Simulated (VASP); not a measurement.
# Er4Se (Pm-3m) in VASP: further runs

Er4Se is run at these levels: PBE; tasks: single point, relaxation of cell and atoms.

Program: VASP 6.6.1. These are calculated values, not measurements. Logs are shortened: lines on timing, memory, paths and dates and some standing lists are left out, and cuts for length are marked.

## Step 1: The cell of the first run

It takes space group Pm-3m (No. 221, cubic). The conventional cell has a = 4.903 Å, b = 4.903 Å, c = 4.903 Å, α = 90.00°, β = 90.00°, γ = 90.00°. Within 3.2 Å of Er (site symmetry m-3m) lie 6 Er at 2.45 Å. Er (site symmetry 4/mmm) has 2 Er at 2.45 Å within 3.2 Å. Se (site symmetry m-3m) has 20 Er at 3.47 to 4.25 Å within 4.6 Å.

The cell was generated, and may not be a known phase.

## Step 2: Single point, PBE

Input file INCAR:

```
PREC = Accurate ; ENCUT = 500
EDIFF = 1E-6 ; ISMEAR = 0
SIGMA = 0.1 ; LREAL = F
LASPH = T ; NELM = 200
ALGO = Normal ; ISIF = 2
LWAVE = F ; LCHARG = F
GGA = PE ; NBANDS = 29
GGA_COMPAT = F ; LMAXMIX = 6
```

Input file KPOINTS:

```
regular mesh
0
Gamma
  4 4 4
```

Input file POSCAR:

```
Er4Se
1.0
    4.9030439600      0.0000000000      0.0000000000
    0.0000000000      4.9030439600      0.0000000000
    0.0000000000      0.0000000000      4.9030439600
Er Se
4 1
Direct
    0.5000000000      0.5000000000      0.5000000000
    0.0000000000      0.5000000000      0.5000000000
    0.5000000000      0.0000000000      0.5000000000
    0.5000000000      0.5000000000      0.0000000000
    0.0000000000      0.0000000000      0.0000000000
```

Potentials or basis: VASP PAW PBE potentials, release 64 (Er_3, Se), 4f in core.

The run is started by

```bash
$ cat potpaw_PBE.64/Er_3/POTCAR potpaw_PBE.64/Se/POTCAR > POTCAR
$ mpirun -np 1 vasp_std > vasp.out
```

OUTCAR:

```text
PREC = Accurate
   ENCUT = 500
   EDIFF = 1E-6
   ISMEAR = 0
   LREAL = F
   LASPH = T
   NELM = 200
   ISIF = 2
   GGA = PE

 ion  position               nearest neighbor table
   1  0.500  0.500  0.500-   2 2.45   3 2.45   4 2.45   4 2.45   3 2.45   2 2.45
   2  0.000  0.500  0.500-   1 2.45   1 2.45   4 3.47   4 3.47   3 3.47   3 3.47   3 3.47   4 3.47
                             4 3.47   3 3.47
   3  0.500  0.000  0.500-   1 2.45   1 2.45   4 3.47   4 3.47   2 3.47   2 3.47   4 3.47   4 3.47
                             2 3.47   2 3.47
   4  0.500  0.500  0.000-   1 2.45   1 2.45   3 3.47   2 3.47   2 3.47   3 3.47   3 3.47   3 3.47
                             2 3.47   2 3.47
   5  0.000  0.000  0.000-

  LATTYP: Found a simple cubic cell.
 ALAT       =     4.9030439600

  Lattice vectors:

 A1 = (   4.9030439600,   0.0000000000,   0.0000000000)
 A2 = (   0.0000000000,   4.9030439600,   0.0000000000)
 A3 = (   0.0000000000,   0.0000000000,   4.9030439600)

Analysis of symmetry for initial positions (statically):
=====================================================================
 Subroutine PRICEL returns:
 Original cell was already a primitive cell.

 Routine SETGRP: Setting up the symmetry group for a
 simple cubic supercell.

 Subroutine GETGRP returns: Found 48 space group operations
 (whereof 48 operations were pure point group operations)
 out of a pool of 48 trial point group operations.

The static configuration has the point symmetry O_h .

Analysis of symmetry for dynamics (positions and initial velocities):
=====================================================================
 Subroutine PRICEL returns:
 Original cell was already a primitive cell.

 Routine SETGRP: Setting up the symmetry group for a
 simple cubic supercell.

 Subroutine GETGRP returns: Found 48 space group operations
 (whereof 48 operations were pure point group operations)
 out of a pool of 48 trial point group operations.

The dynamic configuration has the point symmetry O_h .

 Subroutine INISYM returns: Found 48 space group operations
 (whereof 48 operations are pure point group operations),
 and found     1 'primitive' translations

----------------------------------------------------------------------------------------

                                     Primitive cell

  volume of cell :     117.8684

  direct lattice vectors                    reciprocal lattice vectors
     4.903043960  0.000000000  0.000000000     0.203954933  0.000000000  0.000000000
     0.000000000  4.903043960  0.000000000     0.000000000  0.203954933  0.000000000
     0.000000000  0.000000000  4.903043960     0.000000000  0.000000000  0.203954933

  length of vectors
     4.903043960  4.903043960  4.903043960     0.203954933  0.203954933  0.203954933

  position of ions in fractional coordinates (direct lattice)
     0.500000000  0.500000000  0.500000000
     0.000000000  0.500000000  0.500000000
     0.500000000  0.000000000  0.500000000
     0.500000000  0.500000000  0.000000000
     0.000000000  0.000000000  0.000000000

  ion indices of the primitive-cell ions
   primitive index   ion index
                 1           1
                 2           2
                 3           3
                 4           4
                 5           5

----------------------------------------------------------------------------------------

 KPOINTS: regular mesh

Automatic generation of k-mesh.
 Grid dimensions read from file:
 generate k-points for:    4    4    4

 Generating k-lattice:

  Cartesian coordinates                     Fractional coordinates (reciprocal lattice)
     0.050988733  0.000000000  0.000000000     0.250000000  0.000000000  0.000000000
     0.000000000  0.050988733  0.000000000     0.000000000  0.250000000  0.000000000
     0.000000000  0.000000000  0.050988733     0.000000000  0.000000000  0.250000000

  Length of vectors
     0.050988733  0.050988733  0.050988733

  Shift w.r.t. Gamma in fractional coordinates (k-lattice)
     0.000000000  0.000000000  0.000000000

 Subroutine IBZKPT returns following result:
 ===========================================

 Found     10 irreducible k-points:

 Following reciprocal coordinates:
            Coordinates               Weight
  0.000000  0.000000  0.000000      1.000000
  0.250000  0.000000  0.000000      6.000000
  0.500000  0.000000  0.000000      3.000000
  0.250000  0.250000  0.000000     12.000000
  0.500000  0.250000  0.000000     12.000000
  0.500000  0.500000  0.000000      3.000000
  0.250000  0.250000  0.250000      8.000000
  0.500000  0.250000  0.250000     12.000000
  0.500000  0.500000  0.250000      6.000000
  0.500000  0.500000  0.500000      1.000000
   k-points           NKPTS =     10   k-points in BZ     NKDIM =     10   number of bands    NBANDS=     29
   number of dos      NEDOS =    301   number of ions     NIONS =      5
   total plane-waves  NPLWV =  46656
   dimension x,y,z NGX =    36 NGY =   36 NGZ =   36
   dimension x,y,z NGXF=    72 NGYF=   72 NGZF=   72
   ions per type =               4   1
   NGX,Y,Z   is equivalent  to a cutoff of  12.21, 12.21, 12.21 a.u.
   NGXF,Y,Z  is equivalent  to a cutoff of  24.41, 24.41, 24.41 a.u.
 SYSTEM =  unknown system
   PREC   = accura    normal or accurate (medium, high low for compatibility)
   ISTART =      0    job   : 0-new  1-cont  2-samecut
   ICHARG =      2    charge: 1-file 2-atom 10-const
   ISPIN  =      1    spin polarized calculation?
   LNONCOLLINEAR =      F non collinear calculations
   LSORBIT =      F    spin-orbit coupling
   LASPH  =      T    aspherical Exc in radial PAW
   ENCUT  =  500.0 eV  36.75 Ry    6.06 a.u.   8.94  8.94  8.94*2*pi/ulx,y,z
   NELM   =    200;   NELMIN=  2; NELMDL= -5     # of ELM steps
   EDIFF  = 0.1E-05   stopping-criterion for ELM
   LREAL  =      F    real-space projection
   EDIFFG = 0.1E-04   stopping-criterion for IOM
   NSW    =      0    number of steps for IOM
   IBRION =     -1    ionic relax: 0-MD 1-quasi-New 2-CG
   NFREE  =      0    steps in history (QN), initial steepest desc. (CG)
   ISIF   =      2    stress and relaxation
   ISYM   =      2    0-nonsym 1-usesym 2-fastsym
   POTIM  = 0.5000    time-step for ionic-motion
   TEBEG  =    0.0;   TEEND  =   0.0 temperature during run
   PSTRESS=    0.0 pullay stress
   NELECT =      42.0000    total number of electrons
   NUPDOWN=      -1.0000    fix difference up-down
   EMIN   =  10.00;   EMAX   =-10.00  energy-range for DOS
   EFERMI =   0.00;   METHOD = LEGACY
   ISMEAR =     0;   SIGMA  =   0.10  broadening in eV -4-tet -1-fermi 0-gaus
   EFERMI_NEDOS =   21; number of points for ismear=-14 and -15
   IALGO  =     38    algorithm
   IMIX   =      4    mixing-type and parameters
     AMIX     =   0.40;   BMIX     =  1.00
     AMIX_MAG =   1.60;   BMIX_MAG =  1.00
  volume/ion in A,a.u.               =      23.57       159.08
  Fermi-wavevector in a.u.,A,eV,Ry     =   1.160626  2.193264 18.327752  1.347052
  Thomas-Fermi vector in A             =   2.297206
   LORBIT       =      0    0 simple, 1 ext, 2 COOP (PROOUT), +10 PAW based schemes
   GGA     = PE    functional components
   LHFCALC =     F    Hartree Fock is set to
   AEXX    =    0.0000 exact exchange contribution
   IVDW    =     0    specifies the selected vdW correction
   LEPSILON=     F    determine dielectric tensor
   LRPA    =     F    only Hartree local field effects (RPA)
 non-spin polarized calculation
 Gauss-broadening in eV      SIGMA  =   0.10
  energy-cutoff  :      500.00
  volume of cell :      117.87
 maximum number of plane-waves:      3016
 NGX is ok and might be reduce to    36
   NGX = 17   NGY = 17   NGZ = 17

 number of electron      42.0000013 magnetization

 Free energy of the ion-electron system (eV)
  ---------------------------------------------------
  ext. energy  EPLUGINS =         0.00000000
  ---------------------------------------------------
  free energy    TOTEN  =       -14.88246658 eV

  energy without entropy =      -14.84840467  energy(sigma->0) =      -14.86543563

 E-fermi :   4.5651     XC(G=0): -10.5548

 val. band max:        4.5055768128   @ k =   0.2500   0.2500   0.0000
 cond. band min:       4.5702122771   @ k =   0.5000   0.2500   0.0000
 fundamental gap:      0.0646354643
 Fermi energy:         4.5650749657

 k-point     1 :       0.0000    0.0000    0.0000
  band No.  band energies     occupation
      1     -22.7350      2.00000
      2     -22.7350      2.00000
      3     -22.7350      2.00000
      4     -20.2510      2.00000
      5     -20.2510      2.00000
      6     -20.2510      2.00000
[... 21 lines left out ...]
     28       7.0783      0.00000
     29       9.8465      0.00000

 k-point     2 :       0.2500    0.0000    0.0000
  band No.  band energies     occupation
      1     -22.7156      2.00000
      2     -22.7156      2.00000
      3     -22.1622      2.00000
      4     -20.2893      2.00000
      5     -20.2735      2.00000
      6     -20.2735      2.00000
[... 21 lines left out ...]
     28       7.2234      0.00000
     29       8.0249      0.00000

 k-point     3 :       0.5000    0.0000    0.0000
  band No.  band energies     occupation
      1     -22.6958      2.00000
      2     -22.6958      2.00000
      3     -20.8954      2.00000
      4     -20.7118      2.00000
      5     -20.2986      2.00000
      6     -20.2986      2.00000
[... 21 lines left out ...]
     28       7.2348      0.00000
     29       7.2948      0.00000

 k-point     4 :       0.2500    0.2500    0.0000
  band No.  band energies     occupation
      1     -22.6962      2.00000
      2     -22.1605      2.00000
      3     -22.1199      2.00000
      4     -20.3954      2.00000
      5     -20.2737      2.00000
      6     -20.2721      2.00000
[... 21 lines left out ...]
     28       7.3672      0.00000
     29       7.6293      0.00000

 k-point     5 :       0.5000    0.2500    0.0000
  band No.  band energies     occupation
      1     -22.6763      2.00000
      2     -22.1185      2.00000
      3     -20.8944      2.00000
      4     -20.6553      2.00000
      5     -20.3996      2.00000
      6     -20.2980      2.00000
[... 21 lines left out ...]
     28       7.1269      0.00000
     29       8.0390      0.00000

 k-point     6 :       0.5000    0.5000    0.0000
  band No.  band energies     occupation
      1     -22.6563      2.00000
      2     -20.9672      2.00000
      3     -20.8213      2.00000
      4     -20.5360      2.00000
      5     -20.5360      2.00000
      6     -20.5232      2.00000
[... 21 lines left out ...]
     28       7.1475      0.00000
     29       7.3571      0.00000

 k-point     7 :       0.2500    0.2500    0.2500
  band No.  band energies     occupation
      1     -22.1597      2.00000
      2     -22.0974      2.00000
      3     -22.0974      2.00000
      4     -20.4038      2.00000
      5     -20.3877      2.00000
      6     -20.3877      2.00000
[... 21 lines left out ...]
     28       7.2187      0.00000
     29       7.4718      0.00000

 k-point     8 :       0.5000    0.2500    0.2500
  band No.  band energies     occupation
      1     -22.1188      2.00000
      2     -22.0741      2.00000
      3     -20.8931      2.00000
      4     -20.6110      2.00000
      5     -20.4441      2.00000
      6     -20.3917      2.00000
[... 21 lines left out ...]
     28       6.9255      0.00000
     29       7.7794      0.00000

 k-point     9 :       0.5000    0.5000    0.2500
  band No.  band energies     occupation
      1     -22.0750      2.00000
      2     -20.9647      2.00000
      3     -20.8210      2.00000
      4     -20.5253      2.00000
      5     -20.5253      2.00000
      6     -20.5215      2.00000
[... 21 lines left out ...]
     28       6.9254      0.00000
     29       7.6393      0.00000

 k-point    10 :       0.5000    0.5000    0.5000
  band No.  band energies     occupation
      1     -21.0381      2.00000
      2     -20.8208      2.00000
      3     -20.8208      2.00000
      4     -20.5198      2.00000
      5     -20.5198      2.00000
      6     -20.5198      2.00000
[... 21 lines left out ...]
     28       8.2327      0.00000
     29       8.4417      0.00000

------------------------ aborting loop because EDIFF is reached ----------------------------------------

  FORCE on cell =-STRESS in cart. coord.  units (eV):
  Direction    XX          YY          ZZ          XY          YZ          ZX
  --------------------------------------------------------------------------------------
  -------------------------------------------------------------------------------------
  Total       15.7726994     15.7726994     15.7726994      0.0000000      0.0000000     -0.0000000
  in kB      214.3972684    214.3972684    214.3972684      0.0000000      0.0000000     -0.0000000
  external PRESSURE =     214.3972684 kB  Pullay stress =       0.0000000 kB

 VOLUME and BASIS-vectors are now :
 -----------------------------------------------------------------------------
  energy-cutoff  :      500.00
  volume of cell :      117.87
      direct lattice vectors                 reciprocal lattice vectors
     4.903043960  0.000000000  0.000000000     0.203954933  0.000000000  0.000000000
     0.000000000  4.903043960  0.000000000     0.000000000  0.203954933  0.000000000
     0.000000000  0.000000000  4.903043960     0.000000000  0.000000000  0.203954933

 POSITION                                       TOTAL-FORCE (eV/Angst)
 -----------------------------------------------------------------------------------
      2.45152      2.45152      2.45152         0.000000      0.000000      0.000000
      0.00000      2.45152      2.45152         0.000000      0.000000      0.000000
      2.45152      0.00000      2.45152         0.000000      0.000000      0.000000
      2.45152      2.45152      0.00000         0.000000      0.000000      0.000000
      0.00000      0.00000      0.00000         0.000000      0.000000      0.000000
 -----------------------------------------------------------------------------------
    total drift:                                0.000000      0.000000      0.000000

  FREE ENERGIE OF THE ION-ELECTRON SYSTEM (eV)
  ---------------------------------------------------
  free  energy   TOTEN  =       -14.8824665824 eV

  energy  without entropy=      -14.8484046743  energy(sigma->0) =      -14.86543563
```

Run time: 18 s. Hardware: 1 thread of Intel Xeon 6975P-C (Granite Rapids), shared host; peak memory 0.21 GiB.

Results:

```yaml
Free_energy: -14.8825 eV
Pressure: 21.4 GPa
Band_gap_on_the_k_mesh: zero (bands 21 and 22 overlap by 2.88 eV)
```

Levels at points of the mesh, in eV from the Fermi level:
```tsv
k point	band 17	band 18	band 19	band 20	band 21	band 22	band 23	band 24
(0.00, 0.00, 0.00)	-3.42	-3.13	-3.13	-3.13	-1.84	-1.84	-0.70	-0.70
(0.50, 0.00, 0.00)	-3.23	-1.52	-1.21	-1.04	-1.04	-0.80	0.09	0.88
(0.50, 0.50, 0.00)	-1.93	-1.79	-1.79	0.03	0.28	0.28	0.35	0.49
(0.50, 0.50, 0.50)	-1.61	-1.61	-1.61	0.48	1.04	1.04	1.04	1.59
```

Caveat: the cell stands under pressure; spin-orbit coupling is left out, which moves the levels of the heavy elements; the 4f electrons are frozen in the core, so they carry no moment and show no levels; the run has no spin polarisation, though such a crystal can be magnetic. Spin polarisation is off, so any magnetic state and its effect on volume and gap are missing.

[end of part 1 of 2]

The gap in the log of VASP goes by the Fermi energy; the results here count the filled bands.